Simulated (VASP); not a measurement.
Ti: single point with LDA

The system is Ti.

```
Ti
1.0
     0.00000    1.91707    1.91707
     1.91707    0.00000    1.91707
     1.91707    1.91707    0.00000
Ti
1
Direct
  0.00000 0.00000 0.00000
```

This isn't the form of Ti at room conditions, which is hcp.

| Quantity | Value |
| --- | --- |
| Program | VASP 6.6.1 |
| Task | single point |
| Functional | LDA |
| Potentials or basis | VASP PAW LDA potentials, release 64 (Ti_sv) |
| Cutoff | 520 eV |
| k mesh | 22 × 22 × 22 |
| Occupations | gaussian, width 0.15 eV |
| Spin | collinear spin |
| Starting moments | [0.75] μB |
| Fixed moment | 0.75 μB |

```json
{"Pressure": "22.2 GPa", "Net moment": "0.75 μB per cell", "Site moments": "Ti +0.56 μB", "Valence electrons inside the program's atomic spheres": "Ti 10.58"}
```

It took 64 s on 1 thread of AMD EPYC 9R45 96-Core Processor (Zen 5), with other jobs on the host, peak memory 0.18 GiB.

Caveat: the cell stands under pressure; the total moment is fixed, so each spin has its own Fermi level and the state may be an excited one.
